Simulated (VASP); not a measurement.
Wanted: the native input for a VASP 6.6.1 run.

```
Task                   : single point
Functional             : r2SCAN
Dispersion             : D3(BJ)
Potentials or basis    : VASP PAW PBE potentials, release 64 (As, Ga_d)
Cutoff                 : 520 eV
k mesh                 : 8 × 8 × 8
Occupations            : fermi-dirac, width 0.05 eV
Spin                   : no spin polarisation
Dipole correction      : no
Further INCAR settings : ALGO = Normal; EDIFF = 1e-07; NBANDS = 16
```

The system is GaAs.

```
As Ga
1.0
     0.00000    2.88229    2.88229
     2.88229    0.00000    2.88229
     2.88229    2.88229    0.00000
As Ga
1 1
Direct
  0.75000 0.75000 0.75000
  0.00000 0.00000 0.00000
```

One way to write it, as run:

POSCAR

```
GaAs
1.0
    0.0000000000      2.8822925071      2.8822925071
    2.8822925071      0.0000000000      2.8822925071
    2.8822925071      2.8822925071      0.0000000000
As Ga
1 1
Direct
    0.7500000000      0.7500000000      0.7500000000
    0.0000000000      0.0000000000      0.0000000000
```

INCAR.step1

```
SYSTEM = GaAs
ALGO = Normal
EDIFF = 1E-4
ENCUT = 520
GGA = PE
ISMEAR = -1
LASPH = .TRUE.
LCHARG = .FALSE.
LREAL = .FALSE.
LWAVE = .TRUE.
NBANDS = 16
NELM = 80
PREC = Accurate
SIGMA = 0.05
```

INCAR.step2

```
SYSTEM = GaAs
ALGO = Normal
EDIFF = 1E-7
ENCUT = 520
ISIF = 2
ISMEAR = -1
ISTART = 1
IVDW = 12
LASPH = .TRUE.
LCHARG = .FALSE.
LMIXTAU = .TRUE.
LREAL = .FALSE.
LWAVE = .FALSE.
METAGGA = R2SCAN
NBANDS = 16
NELM = 80
PREC = Accurate
SIGMA = 0.05
VDW_A1 = 0.49484001
VDW_A2 = 5.73083694
VDW_S6 = 1.0
VDW_S8 = 0.78981345
```

KPOINTS

```
k-points
0
G
  8 8 8
  0 0 0
```

Potentials or basis: VASP PAW PBE potentials, release 64 (As, Ga_d).

Command:

```console
$ cat potpaw_PBE.64/As/POTCAR potpaw_PBE.64/Ga_d/POTCAR > POTCAR
$ cp INCAR.step1 INCAR
$ mpirun -np 1 vasp_std > vasp.out
$ cp INCAR.step2 INCAR
$ mpirun -np 1 vasp_std > vasp.out
```

Results of the run:

```json
{"Pressure": "-4.2 GPa", "Band gap on the k mesh": "0.54 eV, direct", "Dispersion energy per atom": "-0.144 eV"}
```

Caveat: the PAW data sets were made with another functional, which shifts forces and pressure a little.

It took 58 s on 1 thread of AMD EPYC 9R45 96-Core Processor (Zen 5), on a shared host, peak memory 0.16 GiB.
